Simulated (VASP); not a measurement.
Write the native input for VASP 6.6.1 that does the following.

| Property | Result |
| --- | --- |
| Task | single point |
| Functional | PBE |
| Potentials or basis | VASP PAW PBE potentials, release 64 (Si, Ti_sv) |
| Cutoff | 520 eV |
| k mesh | 2 × 2 × 2 |
| Occupations | fermi-dirac, width 0.02 eV |
| Spin | no spin polarisation |
| Dipole correction | no |
| Further INCAR settings | LREAL = Auto; ALGO = Normal; EDIFF = 1e-06; NBANDS = 52 |

The structure of TiSi16 (a cell with a defect) lies in POSCAR:

```
TiSi16
1.0
    0.0000000000      5.4300000000      5.4300000000
    5.4300000000      0.0000000000      5.4300000000
    5.4300000000      5.4300000000      0.0000000000
Si Ti
16 1
Direct
    0.0053381215     -0.0025022099     -0.0022335175
    0.1443117864      0.1144138122      0.1146812155
    0.0014206262     -0.0309707182      0.5045022099
    0.1212867403      0.1068615101      0.6243845304
    0.0014048803      0.5042568140     -0.0306623389
    0.1212718232      0.6241132597      0.1071510129
   -0.0174249540      0.4853715470      0.4856796501
    0.1046944751      0.6074609576      0.6077530387
    0.5106474217      0.0135846225      0.0137691529
    0.6350174954      0.1379204420      0.1381504604
    0.4946642726     -0.0024786372      0.5084839779
    0.6116148250      0.1144465009      0.6474161142
    0.4946448435      0.5082577348     -0.0022234807
    0.6115793738      0.6472191529      0.1146963168
    0.4662697053      0.5042890424      0.5045363720
    0.6040569982      0.6241430018      0.6244043278
    0.8487692449      0.3515600368      0.3518537753
```

One way to write it, as run:

INCAR

```
PREC = Accurate ; ENCUT = 520
EDIFF = 1E-6 ; ISMEAR = -1
SIGMA = 0.02 ; LREAL = Auto
LASPH = True ; NELM = 100
ALGO = Normal ; ISIF = 2
LWAVE = False ; LCHARG = True
GGA = PE ; LELF = True
LVHAR = True ; NBANDS = 52
```

KPOINTS

```
Automatic mesh
0
Gamma
  2 2 2
```

Potentials or basis: VASP PAW PBE potentials, release 64 (Si, Ti_sv).

Run with:

```sh
$ cat potpaw_PBE.64/Si/POTCAR potpaw_PBE.64/Ti_sv/POTCAR > POTCAR
$ mpirun -np 1 vasp_std > vasp.out
```

It gave:

| Property | Result |
| --- | --- |
| Pressure | 3.9 GPa |
| Largest force | 2.010 eV/Å |
| Band gap on the k mesh | zero (band 38 reaches 6.92 eV, above the bottom of band 39 at 6.59 eV) |

Caveat: the k points lie up to 0.50 Å⁻¹ apart.

Run time: 3 min on 1 thread of Intel(R) Xeon(R) 6975P-C (Granite Rapids), on a shared host, peak memory 0.49 GiB.
